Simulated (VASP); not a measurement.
# ZrS (I4/mmm) in VASP: notebook

ZrS is run at these levels: PBEsol; tasks: single point.

Program: VASP 6.6.1. These are calculated values, not measurements. Logs are shortened: lines on timing, memory, paths and dates and some standing lists are left out, and cuts for length are marked.

## 1. The cell of the first run

Symmetry: I4/mmm, No. 139, tetragonal system. Conventional cell: a = 3.768 Å, b = 3.768 Å, c = 5.093 Å, α = 90.00°, β = 90.00°, γ = 90.00°. Within 3.4 Å of Zr (site symmetry 4/mmm) lie 6 S at 2.55 to 2.66 Å. Within 3.4 Å of S (site symmetry 4/mmm) lie 6 Zr at 2.55 to 2.66 Å.

## 2. Single point, PBEsol (strain +0.015 along x and y, -0.030 along z)

File INCAR:

```
SYSTEM = ZrS
PREC = Accurate
ENCUT = 520
EDIFF = 1E-6
ISMEAR = 0
SIGMA = 0.15
LREAL = .FALSE.
LASPH = .TRUE.
NELM = 80
ALGO = Normal
ISIF = 2
LWAVE = .FALSE.
LCHARG = .FALSE.
GGA = PS
NBANDS = 16
```

File KPOINTS:

```
regular mesh
0
G
  16 16 16
  0 0 0
```

File POSCAR:

```
ZrS
1.0
    0.0000000000      2.6643750000      2.5462500000
    2.6643750000      0.0000000000      2.5462500000
    2.6643750000      2.6643750000      0.0000000000
Zr S
1 1
Direct
    0.0000000000      0.0000000000      0.0000000000
    0.5000000000      0.5000000000      0.5000000000
```

Potentials or basis: VASP PAW PBE potentials, release 64 (Zr_sv, S).

Run with:

```console
cat potpaw_PBE.64/Zr_sv/POTCAR potpaw_PBE.64/S/POTCAR > POTCAR
mpirun -np 1 vasp_std > vasp.out
```

OUTCAR:

```text
SYSTEM = ZrS
   PREC = Accurate
   ENCUT = 520
   EDIFF = 1E-6
   ISMEAR = 0
   LREAL = .FALSE.
   LASPH = .TRUE.
   NELM = 80
   ISIF = 2
   GGA = PS

 ion  position               nearest neighbor table
   1  0.000  0.000  0.000-   2 2.55   2 2.55   2 2.66   2 2.66   2 2.66   2 2.66
   2  0.500  0.500  0.500-   1 2.55   1 2.55   1 2.66   1 2.66   1 2.66   1 2.66

  LATTYP: Found a body centered tetragonal cell.
 ALAT       =     3.7679952602
 C/A-ratio  =     1.3515144389

  Lattice vectors:

 A1 = (   0.0000000000,  -2.6643750000,  -2.5462500000)
 A2 = (   0.0000000000,   2.6643750000,  -2.5462500000)
 A3 = (   2.6643750000,   0.0000000000,   2.5462500000)

Analysis of symmetry for initial positions (statically):
=====================================================================
 Subroutine PRICEL returns:
 Original cell was already a primitive cell.

 Routine SETGRP: Setting up the symmetry group for a
 body centered tetragonal supercell.

 Subroutine GETGRP returns: Found 16 space group operations
 (whereof 16 operations were pure point group operations)
 out of a pool of 16 trial point group operations.

The static configuration has the point symmetry D_4h.

Analysis of symmetry for dynamics (positions and initial velocities):
=====================================================================
 Subroutine PRICEL returns:
 Original cell was already a primitive cell.

 Routine SETGRP: Setting up the symmetry group for a
 body centered tetragonal supercell.

 Subroutine GETGRP returns: Found 16 space group operations
 (whereof 16 operations were pure point group operations)
 out of a pool of 16 trial point group operations.

The dynamic configuration has the point symmetry D_4h.

 Subroutine INISYM returns: Found 16 space group operations
 (whereof 16 operations are pure point group operations),
 and found     1 'primitive' translations

----------------------------------------------------------------------------------------

                                     Primitive cell

  volume of cell :      36.1511

  direct lattice vectors                    reciprocal lattice vectors
     0.000000000  2.664375000  2.546250000    -0.187661271  0.187661271  0.196367207
     2.664375000  0.000000000  2.546250000     0.187661271 -0.187661271  0.196367207
     2.664375000  2.664375000  0.000000000     0.187661271  0.187661271 -0.196367207

  length of vectors
     3.685414930  3.685414930  3.767995260     0.330141766  0.330141766  0.330141766

  position of ions in fractional coordinates (direct lattice)
[... 75 lines left out ...]
   LSORBIT =      F    spin-orbit coupling
   LASPH  =      T    aspherical Exc in radial PAW
   ENCUT  =  520.0 eV  38.22 Ry    6.18 a.u.   6.85  6.85  7.01*2*pi/ulx,y,z
   NELM   =     80;   NELMIN=  2; NELMDL= -5     # of ELM steps
   EDIFF  = 0.1E-05   stopping-criterion for ELM
   LREAL  =      F    real-space projection
   EDIFFG = 0.1E-04   stopping-criterion for IOM
   NSW    =      0    number of steps for IOM
   IBRION =     -1    ionic relax: 0-MD 1-quasi-New 2-CG
   NFREE  =      0    steps in history (QN), initial steepest desc. (CG)
   ISIF   =      2    stress and relaxation
   ISYM   =      2    0-nonsym 1-usesym 2-fastsym
   POTIM  = 0.5000    time-step for ionic-motion
   TEBEG  =    0.0;   TEEND  =   0.0 temperature during run
   PSTRESS=    0.0 pullay stress
   NELECT =      18.0000    total number of electrons
   NUPDOWN=      -1.0000    fix difference up-down
   EMIN   =  10.00;   EMAX   =-10.00  energy-range for DOS
   EFERMI =   0.00;   METHOD = LEGACY
   ISMEAR =     0;   SIGMA  =   0.15  broadening in eV -4-tet -1-fermi 0-gaus
   EFERMI_NEDOS =   21; number of points for ismear=-14 and -15
   IALGO  =     38    algorithm
   IMIX   =      4    mixing-type and parameters
     AMIX     =   0.40;   BMIX     =  1.00
     AMIX_MAG =   1.60;   BMIX_MAG =  1.00
  volume/ion in A,a.u.               =      18.08       121.98
  Fermi-wavevector in a.u.,A,eV,Ry     =   1.297553  2.452020 22.907362  1.683644
  Thomas-Fermi vector in A             =   2.428938
   LORBIT       =      0    0 simple, 1 ext, 2 COOP (PROOUT), +10 PAW based schemes
   GGA     = PS    functional components
   LHFCALC =     F    Hartree Fock is set to
   AEXX    =    0.0000 exact exchange contribution
   IVDW    =     0    specifies the selected vdW correction
   LEPSILON=     F    determine dielectric tensor
   LRPA    =     F    only Hartree local field effects (RPA)
 non-spin polarized calculation
 Gauss-broadening in eV      SIGMA  =   0.15
  energy-cutoff  :      520.00
  volume of cell :       36.15
 maximum number of plane-waves:       998
   NGX = 13   NGY = 13   NGZ = 13

 number of electron      18.0000000 magnetization

 Free energy of the ion-electron system (eV)
  ---------------------------------------------------
  ext. energy  EPLUGINS =         0.00000000
  ---------------------------------------------------
  free energy    TOTEN  =       -16.44754874 eV

  energy without entropy =      -16.43248959  energy(sigma->0) =      -16.44001916

 E-fermi :  10.5985     XC(G=0): -11.4603

 val. band max:       10.5920536284   @ k =   0.1875   0.1250   0.0000
 cond. band min:      10.5999205922   @ k =  -0.1875   0.0625   0.0000
 fundamental gap:      0.0078669639
 Fermi energy:        10.5985255279

 k-point     1 :       0.0000    0.0000    0.0000
  band No.  band energies     occupation
      1     -39.2682      2.00000
      2     -17.2856      2.00000
      3     -17.2572      2.00000
      4     -17.2572      2.00000
      5      -5.2165      2.00000
      6       7.0592      2.00000
[... 433 lines left out ...]
      3     -17.2866      2.00000
      4     -17.2591      2.00000
      5      -5.0972      2.00000
      6       6.2774      2.00000
[... 8 lines left out ...]
     15      18.1700      0.00000
     16      21.5620      0.00000

 [... further k-points ...]
[... 5 lines left out ...]
  --------------------------------------------------------------------------------------
  -------------------------------------------------------------------------------------
  Total       -2.1414775     -2.1414775      0.6361244      0.0000000     -0.0000000     -0.0000000
  in kB      -94.9078989    -94.9078989     28.1923232      0.0000000     -0.0000000     -0.0000000
  external PRESSURE =     -53.8744916 kB  Pullay stress =       0.0000000 kB

 VOLUME and BASIS-vectors are now :
 -----------------------------------------------------------------------------
  energy-cutoff  :      520.00
  volume of cell :       36.15
      direct lattice vectors                 reciprocal lattice vectors
     0.000000000  2.664375000  2.546250000    -0.187661271  0.187661271  0.196367207
     2.664375000  0.000000000  2.546250000     0.187661271 -0.187661271  0.196367207
     2.664375000  2.664375000  0.000000000     0.187661271  0.187661271 -0.196367207

 POSITION                                       TOTAL-FORCE (eV/Angst)
 -----------------------------------------------------------------------------------
      0.00000      0.00000      0.00000         0.000000      0.000000      0.000000
      2.66438      2.66438      2.54625         0.000000      0.000000      0.000000
 -----------------------------------------------------------------------------------
    total drift:                                0.000000      0.000000      0.000000

  FREE ENERGIE OF THE ION-ELECTRON SYSTEM (eV)
  ---------------------------------------------------
  free  energy   TOTEN  =       -16.4475487392 eV

  energy  without entropy=      -16.4324895900  energy(sigma->0) =      -16.44001916
```

OSZICAR:

```text
N       E                     dE             d eps       ncg     rms          rms(c)
DAV:   1     0.121309565683E+03    0.12131E+03   -0.95441E+03 11168   0.110E+03
DAV:   2    -0.121567882053E+02   -0.13347E+03   -0.12863E+03 14552   0.281E+02
DAV:   3    -0.172827390378E+02   -0.51260E+01   -0.50934E+01 17880   0.487E+01
DAV:   4    -0.173702515753E+02   -0.87513E-01   -0.87483E-01 13872   0.580E+00
DAV:   5    -0.173719683111E+02   -0.17167E-02   -0.17167E-02 16784   0.636E-01    0.155E+01
DAV:   6    -0.164909534896E+02    0.88101E+00   -0.19012E+00 13904   0.951E+00    0.701E+00
DAV:   7    -0.164539950802E+02    0.36958E-01   -0.19142E-01 16016   0.282E+00    0.279E+00
DAV:   8    -0.164482046439E+02    0.57904E-02   -0.28343E-02 13128   0.107E+00    0.400E-01
DAV:   9    -0.164476486988E+02    0.55595E-03   -0.41777E-03 13848   0.374E-01    0.168E-01
DAV:  10    -0.164475556055E+02    0.93093E-04   -0.55622E-04 13880   0.223E-01    0.522E-02
DAV:  11    -0.164475495674E+02    0.60381E-05   -0.39327E-05 13952   0.478E-02    0.315E-02
DAV:  12    -0.164475487392E+02    0.82824E-06   -0.29369E-06 14936   0.111E-02
   1 F= -.16447549E+02 E0= -.16440019E+02  d E =-.150591E-01
```

Wall time 75 s (1 thread of Intel Xeon 6975P-C (Granite Rapids), shared host); peak memory 0.31 GiB.

Results:

| Item | Value |
| --- | --- |
| Free energy | -16.4475 eV |
| Pressure | -5.4 GPa |
| Band gap on the k mesh | zero (band 9 reaches 11.99 eV, above the bottom of band 10 at 9.10 eV) |

Levels at points of the mesh, in eV from the Fermi level:
| k point | band 7 | band 8 | band 9 | band 10 | band 11 | band 12 |
| --- | --- | --- | --- | --- | --- | --- |
| (0.00, 0.00, 0.00) | -3.54 | -3.41 | -1.50 | -1.50 | -1.04 | -0.77 |
| (0.50, 0.00, 0.00) | -5.99 | -5.95 | 1.39 | 1.58 | 1.82 | 1.87 |
| (0.50, 0.50, 0.00) | -4.58 | -4.58 | -3.43 | 0.66 | 2.33 | 2.33 |
| (0.50, 0.00, 0.50) | -4.39 | -4.35 | -3.45 | 0.42 | 2.24 | 2.51 |

Caveat: the cell differs from its parent crystal (strain +0.015 along x and y, -0.030 along z); the PAW data sets were made with another functional, which shifts forces and pressure a little.

## 3. Single point, PBEsol (strain +0.030 along x and y, -0.030 along z)

File INCAR:

```
PREC = Accurate
ENCUT = 520
EDIFF = 1E-6
ISMEAR = 0
SIGMA = 0.15
LREAL = F
LASPH = T
NELM = 100
ALGO = Normal
ISIF = 2
LWAVE = F
LCHARG = F
GGA = PS
NBANDS = 16
```

File KPOINTS:

```
Automatic mesh
0
Gamma
  16 16 16
```

File POSCAR:

```
ZrS
1.0
    0.0000000000      2.7037500000      2.5462500000
    2.7037500000      0.0000000000      2.5462500000
    2.7037500000      2.7037500000      0.0000000000
Zr S
1 1
Direct
    0.0000000000      0.0000000000      0.0000000000
    0.5000000000      0.5000000000      0.5000000000
```

Potentials or basis: VASP PAW PBE potentials, release 64 (Zr_sv, S).

Run with:

```console
cat potpaw_PBE.64/Zr_sv/POTCAR potpaw_PBE.64/S/POTCAR > POTCAR
mpirun -np 1 vasp_std > vasp.out
```

It took 78 s on 1 thread of Intel Xeon 6975P-C (Granite Rapids), shared host; peak memory 0.31 GiB.

The run converged. Its results:

```
Free energy            : -16.3722 eV
Pressure               : -8.2 GPa
Band gap on the k mesh : zero (band 9 reaches 11.53 eV, above the bottom of band 10 at 8.76 eV)
```

Stress tensor (GPa, compression positive):
```
-12.92   0.00   0.00
  0.00 -12.92   0.00
  0.00   0.00   1.30
```

Levels at points of the mesh, in eV from the Fermi level:
```tsv
k point	band 5	band 6	band 7	band 8	band 9	band 10	band 11	band 12	band 13	band 14
(0.00, 0.00, 0.00)	-15.68	-3.53	-3.53	-3.38	-1.47	-1.47	-0.88	-0.76	-0.72	1.82
(0.50, 0.00, 0.00)	-14.20	-7.87	-5.88	-5.83	1.30	1.55	1.76	1.84	4.93	5.42
(0.50, 0.50, 0.00)	-14.82	-5.92	-4.59	-4.59	-3.29	0.70	2.21	2.21	2.67	3.14
(0.50, 0.00, 0.50)	-14.88	-6.29	-4.33	-4.30	-3.31	0.37	2.10	2.42	2.71	3.13
```

Caveat: the cell differs from its parent crystal (strain +0.030 along x and y, -0.030 along z); the PAW data sets were made with another functional, which shifts forces and pressure a little.

## 4. Single point, PBEsol (strain +0.030 along x and y, -0.015 along z)

File INCAR:

```
SYSTEM = ZrS
PREC = Accurate
ENCUT = 520
EDIFF = 1E-6
ISMEAR = 0
SIGMA = 0.15
LREAL = .FALSE.
LASPH = .TRUE.
NELM = 80
ALGO = Normal
ISIF = 2
LWAVE = .FALSE.
LCHARG = .FALSE.
GGA = PS
NBANDS = 16
```

File KPOINTS:

```
Automatic mesh
0
G
  16 16 16
  0 0 0
```

File POSCAR:

```
ZrS
1.0
    0.0000000000      2.7037500000      2.5856250000
    2.7037500000      0.0000000000      2.5856250000
    2.7037500000      2.7037500000      0.0000000000
Zr S
1 1
Direct
    0.0000000000      0.0000000000      0.0000000000
    0.5000000000      0.5000000000      0.5000000000
```

Run with:

```console
cat potpaw_PBE.64/Zr_sv/POTCAR potpaw_PBE.64/S/POTCAR > POTCAR
mpirun -np 1 vasp_std > vasp.out
```

It took 2 min on 1 thread of AMD EPYC 9R45 (Zen 5), shared host; peak memory 0.29 GiB.

The run converged. Its results:

* Free energy: -16.3674 eV
* Pressure: -10.3 GPa
* Band gap on the k mesh: zero (band 9 reaches 11.34 eV, above the bottom of band 10 at 8.66 eV)

Stress tensor (GPa, compression positive):
```
-13.46   0.00   0.00
  0.00 -13.46   0.00
  0.00   0.00  -3.98
```

Levels at points of the mesh, in eV from the Fermi level:
```
           k point  band 6  band 7  band 8  band 9  band 10  band 11  band 12  band 13
(0.00, 0.00, 0.00)   -3.51   -3.51   -3.42   -1.40    -1.40    -0.97    -0.71    -0.65
(0.50, 0.00, 0.00)   -7.80   -5.81   -5.77    1.29     1.47     1.67     1.83     4.91
(0.50, 0.50, 0.00)   -5.98   -4.54   -4.54   -3.23     0.63     2.17     2.17     2.59
(0.50, 0.00, 0.50)   -6.24   -4.34   -4.34   -3.25     0.40     2.09     2.33     2.63
```

Caveat: the cell differs from its parent crystal (strain +0.030 along x and y, -0.015 along z); the PAW data sets were made with another functional, which shifts forces and pressure a little.

## 5. Summary

```csv
cell,gap on the mesh (eV),pressure (GPa)
"a = 3.685, b = 3.685, c = 3.768 Å, angles 59.3, 59.3, 61.5°, 2 atoms",none,-5.4
"a = 3.714, b = 3.714, c = 3.824 Å, angles 59.0, 59.0, 62.0°, 2 atoms",none,-8.2
"a = 3.741, b = 3.741, c = 3.824 Å, angles 59.3, 59.3, 61.5°, 2 atoms",none,-10.3
```

Alike in all rows: task single point; level PBEsol; potentials or basis VASP PAW PBE potentials, release 64 (Zr_sv, S); no spin polarisation; k mesh 16 × 16 × 16; cutoff (eV) 520; smearing gaussian 0.15 eV.

Caveats: the PAW data sets were made with another functional, which shifts forces and pressure a little.

Absolute energies hang on the potentials; compare differences alone.
